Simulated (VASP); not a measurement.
A run of VASP 6.6.1 is set up as follows.

INCAR

```
SYSTEM = K
PREC = Accurate
ENCUT = 600
EDIFF = 1E-6
ISMEAR = -1
SIGMA = 0.05
LREAL = .False.
LASPH = .True.
NELM = 60
ALGO = Fast
ISIF = 3
LWAVE = .False.
LCHARG = .False.
GGA = B5
ALDAX = 1.0
AGGAX = 1.0
AGGAC = 1.0
ALDAC = 0.0
IBRION = 2
NSW = 60
EDIFFG = -0.01
```

File KPOINTS:

```
Automatic mesh
0
Gamma
  7 7 7
  0 0 0
```

File POSCAR:

```
K
1.0
   -2.6975585167      2.6975585167      2.6975585167
    2.6975585167     -2.6975585167      2.6975585167
    2.6975585167      2.6975585167     -2.6975585167
K
1
Direct
    0.0000000000      0.0000000000      0.0000000000
```

Potentials or basis: VASP PAW PBE potentials, release 64 (K_sv).

Run with:

```bash
$ cat potpaw_PBE.64/K_sv/POTCAR > POTCAR
$ mpirun -np 1 vasp_std > vasp.out
```

(1) What does it give for the relaxed cell?

(2) Estimate the relaxed volume.

(3) What does it give for the space group after relaxing (to 0.05 Å)?

Answers

(1) a = 4.611 Å, b = 4.611 Å, c = 4.611 Å, α = 109.47°, β = 109.47°, γ = 109.47°.

(2) 75.45 Å³/atom.

(3) Im-3m (No. 229).

Caveat: the PAW data sets were made with another functional, which shifts forces and pressure a little.
